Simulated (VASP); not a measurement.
# AgO (F-43m) in VASP: vibrations by perturbation theory with PBEsol

Aim: the vibrations by perturbation theory of AgO with PBEsol.

Everything below comes from runs of VASP 6.6.1. Logs are shortened: lines on timing, memory, paths and dates and some standing lists are left out, and cuts for length are marked.

## (1) The cell of the first run

The structure is cubic, space group F-43m (No. 216). The conventional cell has a = 4.956 Å, b = 4.956 Å, c = 4.956 Å, α = 90.00°, β = 90.00°, γ = 90.00°. Within 2.8 Å of Ag (site symmetry -43m) lie 4 O at 2.15 Å. Within 2.8 Å of O (site symmetry -43m) lie 4 Ag at 2.15 Å.

## (2) Vibrations by perturbation theory, PBEsol

INCAR reads:

```
SYSTEM = AgO
PREC = Accurate ; ENCUT = 520
EDIFF = 1E-8 ; ISMEAR = -1
SIGMA = 0.15 ; LREAL = .FALSE.
LASPH = .TRUE. ; NELM = 80
ALGO = Normal ; ISIF = 2
LWAVE = .FALSE. ; LCHARG = .FALSE.
GGA = PS ; NBANDS = 16
IBRION = 8 ; NSW = 1
```

KPOINTS reads:

```
regular mesh
0
G
  14 14 14
  0 0 0
```

POSCAR reads:

```
AgO
1.0
    0.0000000000      2.4780493028      2.4780493028
    2.4780493028      0.0000000000      2.4780493028
    2.4780493028      2.4780493028      0.0000000000
Ag O
1 1
Direct
    0.0000000000      0.0000000000      0.0000000000
    0.7500000000      0.7500000000      0.7500000000
```

Potentials or basis: VASP PAW PBE potentials, release 64 (Ag, O).

Started as:

```
$ cat potpaw_PBE.64/Ag/POTCAR potpaw_PBE.64/O/POTCAR > POTCAR
$ mpirun -np 1 vasp_std > vasp.out
```

OUTCAR:

```text
SYSTEM = AgO
   PREC = Accurate
   ENCUT = 520
   EDIFF = 1E-8
   ISMEAR = -1
   LREAL = .FALSE.
   LASPH = .TRUE.
   NELM = 80
   ISIF = 2
   GGA = PS
   IBRION = 8
   NSW = 1

 ion  position               nearest neighbor table
   1  0.000  0.000  0.000-   2 2.15   2 2.15   2 2.15   2 2.15
   2  0.750  0.750  0.750-   1 2.15   1 2.15   1 2.15   1 2.15

  LATTYP: Found a face centered cubic cell.
 ALAT       =     4.9560986056

  Lattice vectors:

 A1 = (   0.0000000000,   2.4780493028,   2.4780493028)
 A2 = (   2.4780493028,   0.0000000000,   2.4780493028)
 A3 = (   2.4780493028,   2.4780493028,   0.0000000000)

Analysis of symmetry for initial positions (statically):
=====================================================================
 Subroutine PRICEL returns:
 Original cell was already a primitive cell.

 Routine SETGRP: Setting up the symmetry group for a
 face centered cubic supercell.

 Subroutine GETGRP returns: Found 24 space group operations
 (whereof 24 operations were pure point group operations)
 out of a pool of 48 trial point group operations.

The static configuration has the point symmetry T_d .

Analysis of symmetry for dynamics (positions and initial velocities):
=====================================================================
 Subroutine PRICEL returns:
 Original cell was already a primitive cell.

 Routine SETGRP: Setting up the symmetry group for a
 face centered cubic supercell.

 Subroutine GETGRP returns: Found 24 space group operations
 (whereof 24 operations were pure point group operations)
 out of a pool of 48 trial point group operations.

The dynamic configuration has the point symmetry T_d .

 Subroutine INISYM returns: Found 24 space group operations
 (whereof 24 operations are pure point group operations),
 and found     1 'primitive' translations

----------------------------------------------------------------------------------------

                                     Primitive cell

  volume of cell :      30.4341

  direct lattice vectors                    reciprocal lattice vectors
     0.000000000  2.478049303  2.478049303    -0.201771611  0.201771611  0.201771611
     2.478049303  0.000000000  2.478049303     0.201771611 -0.201771611  0.201771611
     2.478049303  2.478049303  0.000000000     0.201771611  0.201771611 -0.201771611

  length of vectors
     3.504490932  3.504490932  3.504490932     0.349478682  0.349478682  0.349478682

  position of ions in fractional coordinates (direct lattice)
     0.000000000  0.000000000  0.000000000
     0.750000000  0.750000000  0.750000000

  ion indices of the primitive-cell ions
   primitive index   ion index
                 1           1
                 2           2

----------------------------------------------------------------------------------------

 KPOINTS: regular mesh

Automatic generation of k-mesh.
 Grid dimensions read from file:
 generate k-points for:   14   14   14

 Generating k-lattice:

  Cartesian coordinates                     Fractional coordinates (reciprocal lattice)
    -0.014412258  0.014412258  0.014412258     0.071428571  0.000000000  0.000000000
     0.014412258 -0.014412258  0.014412258     0.000000000  0.071428571  0.000000000
     0.014412258  0.014412258 -0.014412258     0.000000000  0.000000000  0.071428571

[... 76 lines left out ...]
     AMIX_MAG =   1.60;   BMIX_MAG =  1.00
  volume/ion in A,a.u.               =      15.22       102.69
  Fermi-wavevector in a.u.,A,eV,Ry     =   1.348252  2.547828 24.732459  1.817784
  Thomas-Fermi vector in A             =   2.475936
   LORBIT       =      0    0 simple, 1 ext, 2 COOP (PROOUT), +10 PAW based schemes
   GGA     = PS    functional components
   LHFCALC =     F    Hartree Fock is set to
   AEXX    =    0.0000 exact exchange contribution
   IVDW    =     0    specifies the selected vdW correction
   LEPSILON=     F    determine dielectric tensor
   LRPA    =     F    only Hartree local field effects (RPA)
 non-spin polarized calculation
  energy-cutoff  :      520.00
  volume of cell :       30.43
 maximum number of plane-waves:       869
 NGX is ok and might be reduce to    28
   NGX = 13   NGY = 13   NGZ = 13

--------------------------------------- Ionic step        1  -------------------------------------------

 number of electron      17.0000005 magnetization

 Free energy of the ion-electron system (eV)
  ---------------------------------------------------
  ext. energy  EPLUGINS =         0.00000000
  ---------------------------------------------------
  free energy    TOTEN  =        -8.16000834 eV

  energy without entropy =       -8.00600890  energy(sigma->0) =       -8.08300862

 E-fermi :   3.7641     XC(G=0): -10.8047

 val. band max:        3.7583259756   @ k =   0.4286   0.0000   0.0000
 cond. band min:       3.7727617246   @ k =   0.4286   0.2857   0.1429
 fundamental gap:      0.0144357490
 Fermi energy:         3.7641002704

 k-point     1 :       0.0000    0.0000    0.0000
  band No.  band energies     occupation
      1     -14.0302      2.00000
      2      -1.7016      2.00000
      3      -1.7016      2.00000
      4      -1.7016      2.00000
      5       0.7246      2.00000
      6       0.7246      2.00000
[... 433 lines left out ...]
      3      -1.3565      2.00000
      4      -1.3476      2.00000
      5       0.5497      2.00000
      6       0.8371      2.00000
[... 8 lines left out ...]
     15      23.2233      0.00000
     16      24.1742      0.00000

 [... further k-points ...]

------------------------ aborting loop because EDIFF is reached ----------------------------------------

  FORCE on cell =-STRESS in cart. coord.  units (eV):
  Direction    XX          YY          ZZ          XY          YZ          ZX
  --------------------------------------------------------------------------------------
  -------------------------------------------------------------------------------------
  Total       -0.0308945     -0.0308945     -0.0308945      0.0000000      0.0000000     -0.0000000
  in kB       -1.6264169     -1.6264169     -1.6264169      0.0000000      0.0000000     -0.0000000
  external PRESSURE =      -1.6264169 kB  Pullay stress =       0.0000000 kB

 VOLUME and BASIS-vectors are now :
 -----------------------------------------------------------------------------
  energy-cutoff  :      520.00
  volume of cell :       30.43
      direct lattice vectors                 reciprocal lattice vectors
     0.000000000  2.478049303  2.478049303    -0.201771611  0.201771611  0.201771611
     2.478049303  0.000000000  2.478049303     0.201771611 -0.201771611  0.201771611
     2.478049303  2.478049303  0.000000000     0.201771611  0.201771611 -0.201771611

 POSITION                                       TOTAL-FORCE (eV/Angst)
 -----------------------------------------------------------------------------------
      0.00000      0.00000      0.00000         0.000000      0.000000     -0.000000
      3.71707      3.71707      3.71707        -0.000000     -0.000000      0.000000
 -----------------------------------------------------------------------------------
    total drift:                               -0.000000     -0.000000     -0.000000

  FREE ENERGIE OF THE ION-ELECTRON SYSTEM (eV)
  ---------------------------------------------------
  free  energy   TOTEN  =        -8.1600083433 eV

  energy  without entropy=       -8.0060089047  energy(sigma->0) =       -8.08300862

[... ionic steps 2 to 3 ...]

--------------------------------------- Ionic step        4  -------------------------------------------

------------------------ aborting loop because EDIFF is reached ----------------------------------------

[... ionic steps 5 to 6 ...]

--------------------------------------- Ionic step        7  -------------------------------------------

 Free energy of the ion-electron system (eV)
  ---------------------------------------------------
  ---------------------------------------------------
  free energy    TOTEN  =        -0.35904983 eV

  energy without entropy =       -0.35904983

------------------------ aborting loop because EDIFF is reached ----------------------------------------

 INTERNAL STRAIN TENSOR  FOR ION    2  DIRECTION 1   (eV/Angst):
 -----------------------------------------------------------------------------
    -0.00431  0.00000  0.00000
     0.00000  0.00677  4.76913
    -0.00000  4.76913  0.00677

 INTERNAL STRAIN TENSOR FOR ION    2 for displacements in x,y,z  (eV/Angst):
          X           Y           Z          XY          YZ          ZX
  --------------------------------------------------------------------------------
  x     0.00000    -0.00000    -0.00000     0.00000     4.76913     0.00000
  y     0.00000    -0.00000     0.00000     0.00000     0.00000     4.76913
  z    -0.00000     0.00000     0.00000     4.76913     0.00000    -0.00000

 SECOND DERIVATIVES (NOT SYMMETRIZED)
 ------------------------------------
               1X          1Y          1Z          2X          2Y          2Z
  1X    -2.791269    0.000000    0.000000    2.791269    0.000000    0.000000
  1Y     0.000000   -2.791269    0.000000    0.000000    2.791269    0.000000
  1Z     0.000000    0.000000   -2.791269    0.000000    0.000000    2.791269
  2X     2.818941    0.000000    0.000000   -2.818941    0.000000    0.000000
  2Y     0.000000    2.818941    0.000000    0.000000   -2.818941    0.000000
  2Z     0.000000    0.000000    2.818941    0.000000    0.000000   -2.818941

 Eigenvectors and eigenvalues of the dynamical matrix
 ----------------------------------------------------

   1 f  =    7.027358 THz    44.154193 2PiTHz  234.407435 cm-1    29.062805 meV
             X         Y         Z           dx          dy          dz
      0.000000  0.000000  0.000000     0.357863    0.000000    0.000000
      3.717074  3.717074  3.717074    -0.933774    0.000000   -0.000000
[... 21 lines left out ...]
   6 f/i=    0.011583 THz     0.072777 2PiTHz    0.386363 cm-1     0.047903 meV
             X         Y         Z           dx          dy          dz
      0.000000  0.000000  0.000000    -0.897790   -0.181483    0.181577
      3.717074  3.717074  3.717074    -0.344073   -0.069552    0.069588

--------------------------------------------------------------------------------------------------------

 ELASTIC MODULI CONTR FROM IONIC RELAXATION (kBar)
 Direction    XX          YY          ZZ          XY          YZ          ZX
 --------------------------------------------------------------------------------
 XX          -0.0000      0.0000     -0.0000      0.0000     -0.0000     -0.0000
 YY           0.0000     -0.0000     -0.0000     -0.0000      0.0000     -0.0000
 ZZ          -0.0000     -0.0000     -0.0000     -0.0000      0.0000     -0.0000
 XY           0.0000     -0.0000     -0.0000   -424.1364     -0.0000      0.0000
 YZ          -0.0000      0.0000      0.0000     -0.0000   -424.1364     -0.0000
 ZX          -0.0000     -0.0000     -0.0000      0.0000     -0.0000   -424.1364
 --------------------------------------------------------------------------------
```

Run time: 18 min. Hardware: 1 thread of Intel Xeon 8259CL, shared host; peak memory 0.54 GiB.

What came out:

```
Highest phonon frequency at Γ, LO-TO splitting left out : 234 cm⁻¹
```

Phonon frequencies in cm⁻¹ (negative: imaginary):
| q point | frequencies |
| --- | --- |
| (0.000, 0.000, 0.000) | 0 0 0 234 234 234 |

Caveat: the PAW data sets were made with another functional, which shifts forces and pressure a little.
